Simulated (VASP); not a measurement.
# MnS (Fm-3m) in VASP: notebook

MnS is run at these levels: PBE; tasks: single point.

Program: VASP 6.6.1. These are calculated values, not measurements. Logs are shortened: lines on timing, memory, paths and dates and some standing lists are left out, and cuts for length are marked.

### Step 1. The cell of the first run

Symmetry: Fm-3m, No. 225, cubic system. Conventional cell: a = 5.209 Å, b = 5.209 Å, c = 5.209 Å, α = 90.00°, β = 90.00°, γ = 90.00°. Within 3.4 Å of Mn (site symmetry m-3m) lie 6 S at 2.60 Å. Within 3.4 Å of S (site symmetry m-3m) lie 6 Mn at 2.60 Å.

### Step 2. Single point, PBE, collinear spin, ferromagnetic start

File INCAR:

```
  PREC = Accurate
  ENCUT = 520
  EDIFF = 1E-7
  ISMEAR = 0
  SIGMA = 0.05
  LREAL = F
  LASPH = T
  NELM = 150
  ALGO = Normal
  ISIF = 2
  LWAVE = F
  LCHARG = F
  ISPIN = 2
  MAGMOM = 4 0
  LORBIT = 11
  LMAXMIX = 4
  GGA = PE
  NBANDS = 20
```

File KPOINTS:

```
Automatic mesh
0
Gamma
  9 9 9
```

File POSCAR:

```
MnS
1.0
    0.0000000000      2.6045000000      2.6045000000
    2.6045000000      0.0000000000      2.6045000000
    2.6045000000      2.6045000000      0.0000000000
Mn S
1 1
Direct
    0.0000000000      0.0000000000      0.0000000000
    0.5000000000      0.5000000000      0.5000000000
```

Potentials or basis: VASP PAW PBE potentials, release 64 (Mn_pv, S).

Run with:

```bash
cat potpaw_PBE.64/Mn_pv/POTCAR potpaw_PBE.64/S/POTCAR > POTCAR
mpirun -np 1 vasp_std > vasp.out
```

OUTCAR:

```text
PREC = Accurate
   ENCUT = 520
   EDIFF = 1E-7
   ISMEAR = 0
   LREAL = F
   LASPH = T
   NELM = 150
   ISIF = 2
   ISPIN = 2
   LORBIT = 11
   GGA = PE

 ion  position               nearest neighbor table
   1  0.000  0.000  0.000-   2 2.60   2 2.60   2 2.60   2 2.60   2 2.60   2 2.60
   2  0.500  0.500  0.500-   1 2.60   1 2.60   1 2.60   1 2.60   1 2.60   1 2.60

  LATTYP: Found a face centered cubic cell.
 ALAT       =     5.2090000000

  Lattice vectors:

 A1 = (   0.0000000000,   2.6045000000,   2.6045000000)
 A2 = (   2.6045000000,   0.0000000000,   2.6045000000)
 A3 = (   2.6045000000,   2.6045000000,   0.0000000000)

Analysis of symmetry for initial positions (statically):
=====================================================================
 Subroutine PRICEL returns:
 Original cell was already a primitive cell.

 Routine SETGRP: Setting up the symmetry group for a
 face centered cubic supercell.

 Subroutine GETGRP returns: Found 48 space group operations
 (whereof 48 operations were pure point group operations)
 out of a pool of 48 trial point group operations.

The static configuration has the point symmetry O_h .

Analysis of symmetry for dynamics (positions and initial velocities):
=====================================================================
 Subroutine PRICEL returns:
 Original cell was already a primitive cell.

 Routine SETGRP: Setting up the symmetry group for a
 face centered cubic supercell.

 Subroutine GETGRP returns: Found 48 space group operations
 (whereof 48 operations were pure point group operations)
 out of a pool of 48 trial point group operations.

The dynamic configuration has the point symmetry O_h .

Analysis of structural, dynamic, and magnetic symmetry:
=====================================================================
 Subroutine PRICEL returns:
 Original cell was already a primitive cell.

 Routine SETGRP: Setting up the symmetry group for a
 face centered cubic supercell.

 Subroutine GETGRP returns: Found 48 space group operations
 (whereof 48 operations were pure point group operations)
 out of a pool of 48 trial point group operations.

The overall configuration has the point symmetry O_h .

 Subroutine INISYM returns: Found 48 space group operations
 (whereof 48 operations are pure point group operations),
 and found     1 'primitive' translations

----------------------------------------------------------------------------------------

                                     Primitive cell

  volume of cell :      35.3348

[... 104 lines left out ...]
   EFERMI_NEDOS =   21; number of points for ismear=-14 and -15
   IALGO  =     38    algorithm
   IMIX   =      4    mixing-type and parameters
     AMIX     =   0.40;   BMIX     =  1.00
     AMIX_MAG =   1.60;   BMIX_MAG =  1.00
  volume/ion in A,a.u.               =      17.67       119.23
  Fermi-wavevector in a.u.,A,eV,Ry     =   1.331246  2.515690 24.112464  1.772216
  Thomas-Fermi vector in A             =   2.460272
   LORBIT       =     11    0 simple, 1 ext, 2 COOP (PROOUT), +10 PAW based schemes
   GGA     = PE    functional components
   LHFCALC =     F    Hartree Fock is set to
   AEXX    =    0.0000 exact exchange contribution
   IVDW    =     0    specifies the selected vdW correction
   LEPSILON=     F    determine dielectric tensor
   LRPA    =     F    only Hartree local field effects (RPA)
 spin polarized calculation
 Gauss-broadening in eV      SIGMA  =   0.05
  energy-cutoff  :      520.00
  volume of cell :       35.33
 maximum number of plane-waves:       963
   NGX = 13   NGY = 13   NGZ = 13

 number of electron      18.9999989 magnetization       4.7174060

 Free energy of the ion-electron system (eV)
  ---------------------------------------------------
  ext. energy  EPLUGINS =         0.00000000
  ---------------------------------------------------
  free energy    TOTEN  =       -14.06700444 eV

  energy without entropy =      -14.06591864  energy(sigma->0) =      -14.06646154

 E-fermi :   6.6248     XC(G=0): -10.6418

 val. band max:        6.6175496954   @ k =  -0.2222   0.1111   0.0000
 cond. band min:       6.6427037967   @ k =  -0.3333   0.2222   0.0000
 fundamental gap:      0.0251541012
 Fermi energy:         6.6247672679

 spin component 1

 k-point     1 :       0.0000    0.0000    0.0000
  band No.  band energies     occupation
      1     -44.0610      1.00000
      2     -44.0610      1.00000
      3     -44.0610      1.00000
      4      -7.9388      1.00000
      5       3.2551      1.00000
      6       3.2551      1.00000
[... 541 lines left out ...]
     19      21.3184      0.00000
     20      21.3184      0.00000

 [... further k-points ...]

 spin component 2

 k-point     1 :       0.0000    0.0000    0.0000
  band No.  band energies     occupation
      1     -39.5268      1.00000
      2     -39.5268      1.00000
      3     -39.5268      1.00000
      4      -7.6432      1.00000
      5       4.9845      1.00000
      6       4.9845      1.00000
[... 541 lines left out ...]
     19      21.7201      0.00000
     20      21.7201      0.00000

 [... further k-points ...]
[... 5 lines left out ...]
  --------------------------------------------------------------------------------------
  -------------------------------------------------------------------------------------
  Total       -0.6345901     -0.6345901     -0.6345901      0.0000000      0.0000000      0.0000000
  in kB      -28.7740375    -28.7740375    -28.7740375      0.0000000      0.0000000      0.0000000
  external PRESSURE =     -28.7740375 kB  Pullay stress =       0.0000000 kB

 VOLUME and BASIS-vectors are now :
 -----------------------------------------------------------------------------
  energy-cutoff  :      520.00
  volume of cell :       35.33
      direct lattice vectors                 reciprocal lattice vectors
     0.000000000  2.604500000  2.604500000    -0.191975427  0.191975427  0.191975427
     2.604500000  0.000000000  2.604500000     0.191975427 -0.191975427  0.191975427
     2.604500000  2.604500000  0.000000000     0.191975427  0.191975427 -0.191975427

 POSITION                                       TOTAL-FORCE (eV/Angst)
 -----------------------------------------------------------------------------------
      0.00000      0.00000      0.00000         0.000000      0.000000      0.000000
      2.60450      2.60450      2.60450        -0.000000      0.000000     -0.000000
 -----------------------------------------------------------------------------------
    total drift:                               -0.000000      0.000000      0.000000

  FREE ENERGIE OF THE ION-ELECTRON SYSTEM (eV)
  ---------------------------------------------------
  free  energy   TOTEN  =       -14.0670044355 eV

  energy  without entropy=      -14.0659186443  energy(sigma->0) =      -14.06646154

 total charge

# of ion       s       p       d       tot
------------------------------------------
    1        0.215   6.162   4.928  11.305
    2        1.328   2.401   0.000   3.728
--------------------------------------------------
tot          1.542   8.563   4.928  15.033

 magnetization (x)

# of ion       s       p       d       tot
------------------------------------------
    1        0.052   0.039   4.170   4.260
    2        0.027   0.080   0.000   0.107
--------------------------------------------------
tot          0.078   0.119   4.170   4.367
```

stdout:

```text
POSCAR found type information on POSCAR MnS
 POSCAR found :  2 types and       2 ions
 scaLAPACK will be used
 LDA part: xc-table for (Slater+PW92), standard interpolation
 POSCAR, INCAR and KPOINTS ok, starting setup
 FFT: planning ... GRIDC
 FFT: planning ... GRID_SOFT
 FFT: planning ... GRID
 WAVECAR not read
 entering main loop
```

It took 94 s on 1 thread of Intel Xeon 8259CL, shared host; peak memory 0.19 GiB.

Results:

* Free energy: -14.0670 eV
* Pressure: -2.9 GPa
* Net moment: 4.72 μB per cell
* Site moments: Mn +4.26; S +0.11 μB
* Valence electrons inside the program's atomic spheres: Mn 11.30; S 3.73

Levels at points of the mesh, in eV from the Fermi level:
Spin up:
| k point | band 9 | band 10 | band 11 | band 12 | band 13 | band 14 | band 15 | band 16 |
| --- | --- | --- | --- | --- | --- | --- | --- | --- |
| (0.00, 0.00, 0.00) | -3.27 | -1.86 | -1.86 | -1.86 | 1.73 | 8.61 | 8.61 | 8.61 |
Spin down:
```csv
k point,band 4,band 5,band 6,band 7,band 8,band 9,band 10,band 11
"(0.00, 0.00, 0.00)",-14.27,-1.64,-1.64,-1.64,0.33,0.33,0.33,0.37
```

Caveat: a cell with one magnetic atom can't hold antiferromagnetic order, which such compounds often take; semilocal functionals often make such compounds metallic where correlation or magnetic order opens a gap, which also shifts bond lengths.

### Step 3. Single point, PBE, collinear spin, ferromagnetic start

File INCAR:

```
ALGO = Normal ; EDIFF = 1E-6
ENCUT = 520 ; GGA = PE
ISIF = 2 ; ISMEAR = 0
ISPIN = 2 ; LASPH = T
LCHARG = F ; LMAXMIX = 4
LORBIT = 11 ; LREAL = F
LWAVE = F ; MAGMOM = 4 0
NBANDS = 20 ; NELM = 150
PREC = Accurate ; SIGMA = 0.028000000000000004
```

File KPOINTS:

```
k-points
0
Gamma
  9 9 9
```

POSCAR is that of step 2.

Potentials or basis: VASP PAW PBE potentials, release 64 (Mn_pv, S).

Run with:

```bash
cat potpaw_PBE.64/Mn_pv/POTCAR potpaw_PBE.64/S/POTCAR > POTCAR
mpirun -np 1 vasp_std > vasp.out
```

OUTCAR:

```text
EDIFF = 1E-6
   ENCUT = 520
   GGA = PE
   ISIF = 2
   ISMEAR = 0
   ISPIN = 2
   LASPH = T
   LORBIT = 11
   LREAL = F
   NELM = 150
   PREC = Accurate

 ion  position               nearest neighbor table
   1  0.000  0.000  0.000-   2 2.60   2 2.60   2 2.60   2 2.60   2 2.60   2 2.60
   2  0.500  0.500  0.500-   1 2.60   1 2.60   1 2.60   1 2.60   1 2.60   1 2.60

  LATTYP: Found a face centered cubic cell.
 ALAT       =     5.2090000000
[... 1321 lines left out ...]
  in kB      -28.6007010    -28.6007010    -28.6007010     -0.0000000     -0.0000000      0.0000000
  external PRESSURE =     -28.6007010 kB  Pullay stress =       0.0000000 kB

 VOLUME and BASIS-vectors are now :
 -----------------------------------------------------------------------------
  energy-cutoff  :      520.00
  volume of cell :       35.33
      direct lattice vectors                 reciprocal lattice vectors
     0.000000000  2.604500000  2.604500000    -0.191975427  0.191975427  0.191975427
     2.604500000  0.000000000  2.604500000     0.191975427 -0.191975427  0.191975427
     2.604500000  2.604500000  0.000000000     0.191975427  0.191975427 -0.191975427

 POSITION                                       TOTAL-FORCE (eV/Angst)
 -----------------------------------------------------------------------------------
      0.00000      0.00000      0.00000         0.000000      0.000000      0.000000
      2.60450      2.60450      2.60450        -0.000000     -0.000000     -0.000000
 -----------------------------------------------------------------------------------
    total drift:                               -0.000000      0.000000      0.000000

  FREE ENERGIE OF THE ION-ELECTRON SYSTEM (eV)
  ---------------------------------------------------
  free  energy   TOTEN  =       -14.0665999433 eV

  energy  without entropy=      -14.0661682811  energy(sigma->0) =      -14.06638411

 total charge

# of ion       s       p       d       tot
------------------------------------------
    1        0.215   6.162   4.928  11.305
    2        1.327   2.401   0.000   3.728
--------------------------------------------------
tot          1.542   8.563   4.928  15.033

 magnetization (x)

# of ion       s       p       d       tot
------------------------------------------
    1        0.052   0.039   4.171   4.261
    2        0.027   0.081   0.000   0.108
--------------------------------------------------
tot          0.078   0.120   4.171   4.369
```

OSZICAR:

```text
N       E                     dE             d eps       ncg     rms          rms(c)
DAV:   1     0.153584038154E+03    0.15358E+03   -0.10106E+04  2816   0.975E+02
DAV:   2    -0.693436210063E+01   -0.16052E+03   -0.15080E+03  2916   0.284E+02
DAV:   3    -0.150986709208E+02   -0.81643E+01   -0.80625E+01  3296   0.693E+01
DAV:   4    -0.151969787733E+02   -0.98308E-01   -0.98248E-01  3164   0.774E+00
DAV:   5    -0.151984176478E+02   -0.14389E-02   -0.14388E-02  3164   0.987E-01    0.115E+01
DAV:   6    -0.141268405456E+02    0.10716E+01   -0.55934E+00  3120   0.272E+01    0.110E+01
DAV:   7    -0.140691319825E+02    0.57709E-01   -0.69139E-01  3068   0.106E+01    0.621E+00
DAV:   8    -0.140707922408E+02   -0.16603E-02   -0.34349E-02  3096   0.149E+00    0.324E+00
DAV:   9    -0.140661078109E+02    0.46844E-02   -0.11959E-02  2984   0.107E+00    0.280E-01
DAV:  10    -0.140665063496E+02   -0.39854E-03   -0.23310E-03  3008   0.335E-01    0.139E-01
DAV:  11    -0.140665562315E+02   -0.49882E-04   -0.25000E-04  3072   0.117E-01    0.110E-01
DAV:  12    -0.140665818743E+02   -0.25643E-04   -0.42254E-05  3100   0.571E-02    0.782E-02
DAV:  13    -0.140665960593E+02   -0.14185E-04   -0.83718E-06  2984   0.230E-02    0.347E-02
DAV:  14    -0.140665995583E+02   -0.34990E-05   -0.52122E-06  2964   0.182E-02    0.674E-03
DAV:  15    -0.140665999433E+02   -0.38498E-06   -0.51979E-07  2056   0.521E-03
   1 F= -.14066600E+02 E0= -.14066384E+02  d E =-.431662E-03  mag=     4.7199
```

stdout:

```text
POSCAR found type information on POSCAR MnS
 POSCAR found :  2 types and       2 ions
 scaLAPACK will be used
 LDA part: xc-table for (Slater+PW92), standard interpolation
 POSCAR, INCAR and KPOINTS ok, starting setup
 FFT: planning ... GRIDC
 FFT: planning ... GRID_SOFT
 FFT: planning ... GRID
 WAVECAR not read
 entering main loop
```

Wall time 96 s (1 thread of Intel Xeon 8259CL, shared host); peak memory 0.19 GiB.

What came out:

- Free energy: -14.0666 eV
- Pressure: -2.9 GPa
- Net moment: 4.72 μB per cell
- Site moments: Mn +4.26; S +0.11 μB
- Valence electrons inside the program's atomic spheres: Mn 11.30; S 3.73

Levels at points of the mesh, in eV from the Fermi level:
Spin up:
```
           k point  band 9  band 10  band 11  band 12  band 13  band 14  band 15  band 16
(0.00, 0.00, 0.00)   -3.27    -1.86    -1.86    -1.86     1.73     8.61     8.61     8.61
```
Spin down:
| k point | band 5 | band 6 | band 7 | band 8 | band 9 | band 10 |
| --- | --- | --- | --- | --- | --- | --- |
| (0.00, 0.00, 0.00) | -1.64 | -1.64 | -1.64 | 0.33 | 0.33 | 0.33 |

Caveat: a cell with one magnetic atom can't hold antiferromagnetic order, which such compounds often take; semilocal functionals often make such compounds metallic where correlation or magnetic order opens a gap, which also shifts bond lengths. With open d or f shells a metallic result of PBE can be an artefact of self-interaction; +U or a hybrid may open a gap.

### Step 4. Single point, PBE, collinear spin, ferromagnetic start

File INCAR:

```
SYSTEM = MnS
ALGO     = Normal         ! electronic algorithm
EDIFF    = 1E-7           ! SCF threshold, eV
ENCUT    = 520            ! plane-wave cutoff, eV
GGA      = PE             ! functional
ISIF     = 2              ! what is computed and relaxed
ISMEAR   = 0              ! smearing method
ISPIN    = 2              ! spin polarisation
LASPH    = .TRUE.         ! aspherical terms in the spheres
LCHARG   = .FALSE.        ! write CHGCAR
LMAXMIX  = 4              ! l up to which the mixer works
LORBIT   = 11             ! projections on sites
LREAL    = .FALSE.        ! projectors in reciprocal space
LWAVE    = .FALSE.        ! write WAVECAR
MAGMOM   = 4 0            ! initial moments
NBANDS   = 20             ! bands
NELM     = 150            ! most SCF steps
PREC     = Accurate       ! precision mode
SIGMA    = 0.024          ! smearing width, eV
```

File KPOINTS:

```
k-points
0
G
  9 9 9
  0 0 0
```

POSCAR is that of step 3.

Run with:

```bash
cat potpaw_PBE.64/Mn_pv/POTCAR potpaw_PBE.64/S/POTCAR > POTCAR
mpirun -np 1 vasp_std > vasp.out
```

Wall time 87 s (1 thread of Intel Xeon 8259CL, shared host); peak memory 0.19 GiB.

The run converged. Its results:

```
Free energy                                           : -14.0665 eV
Pressure                                              : -2.8 GPa
Net moment                                            : 4.72 μB per cell
Site moments                                          : Mn +4.26; S +0.11 μB
Valence electrons inside the program's atomic spheres : Mn 11.30; S 3.73
```

Levels at points of the mesh, in eV from the Fermi level:
Spin up:
| k point | band 8 | band 9 | band 10 | band 11 | band 12 | band 13 | band 14 | band 15 | band 16 | band 17 |
| --- | --- | --- | --- | --- | --- | --- | --- | --- | --- | --- |
| (0.00, 0.00, 0.00) | -3.27 | -3.27 | -1.86 | -1.86 | -1.86 | 1.72 | 8.61 | 8.61 | 8.61 | 10.63 |
Spin down:
| k point | band 4 | band 5 | band 6 | band 7 | band 8 | band 9 | band 10 | band 11 |
| --- | --- | --- | --- | --- | --- | --- | --- | --- |
| (0.00, 0.00, 0.00) | -14.27 | -1.64 | -1.64 | -1.64 | 0.32 | 0.32 | 0.32 | 0.37 |

Caveat: a cell with one magnetic atom can't hold antiferromagnetic order, which such compounds often take; semilocal functionals often make such compounds metallic where correlation or magnetic order opens a gap, which also shifts bond lengths. With open d or f shells a metallic result of PBE can be an artefact of self-interaction; +U or a hybrid may open a gap.

(Part 1 of 2 ends here.)
